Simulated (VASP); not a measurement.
# Al2Ru: single point with PBEsol

Crystal: Al2Ru.

```xyz
3
Lattice="-1.5139 1.5139 4.2116 1.5139 -1.5139 4.2116 1.5139 1.5139 -4.2116" Properties=species:S:1:pos:R:3 pbc="T T T"
Al    0.0000    0.0000    5.5515
Al    0.0000    0.0000    2.8716
Ru    0.0000    0.0000    0.0000
```

This cell differs from its parent crystal: strain -0.030 along x and y, +0.000 along z.

* Program: VASP 6.6.1
* Task: single point
* Functional: PBEsol
* Potentials or basis: VASP PAW PBE potentials, release 64 (Al, Ru_pv)
* Cutoff: 520 eV
* k mesh: 22 × 22 × 22
* Occupations: gaussian, width 0.15 eV
* Spin: no spin polarisation

* Pressure: 12.7 GPa
* Largest force: 0.046 eV/Å
* Band gap on the k mesh: zero (bands 10 and 11 overlap by 0.07 eV)

Forces on the atoms (eV/Å):
```
Al   0.000  0.000 -0.046
Al   0.000  0.000  0.046
Ru   0.000  0.000  0.000
```

Stress tensor (GPa, compression positive):
```
15.11  0.00  0.00
 0.00 15.11  0.00
 0.00  0.00  8.01
```

Levels at points of the mesh, in eV from the Fermi level:
| k point | band 6 | band 7 | band 8 | band 9 | band 10 | band 11 | band 12 | band 13 | band 14 | band 15 |
| --- | --- | --- | --- | --- | --- | --- | --- | --- | --- | --- |
| (0.00, 0.00, 0.00) | -4.20 | -2.34 | -2.05 | -2.05 | -0.87 | 2.34 | 4.61 | 6.61 | 6.61 | 6.64 |
| (0.50, 0.00, 0.00) | -4.97 | -3.25 | -2.93 | -2.65 | -1.47 | 0.76 | 3.18 | 4.91 | 7.51 | 8.88 |
| (0.50, 0.50, 0.00) | -3.79 | -3.59 | -3.26 | -1.19 | -0.29 | 0.50 | 1.90 | 2.12 | 4.76 | 5.98 |
| (0.50, 0.50, 0.50) | -4.35 | -2.97 | -1.64 | -1.64 | -0.85 | 3.58 | 3.58 | 6.16 | 6.37 | 9.08 |

It took 17 min on 1 thread of Intel(R) Xeon(R) Platinum 8259CL CPU @ 2.50GHz (Skylake/Cascade Lake), with other jobs on the host, peak memory 0.64 GiB.

Caveat: the cell differs from its parent crystal (strain -0.030 along x and y, +0.000 along z); the stress differs along the axes, from 8 to 15 GPa; the PAW data sets were made with another functional, which shifts forces and pressure a little.
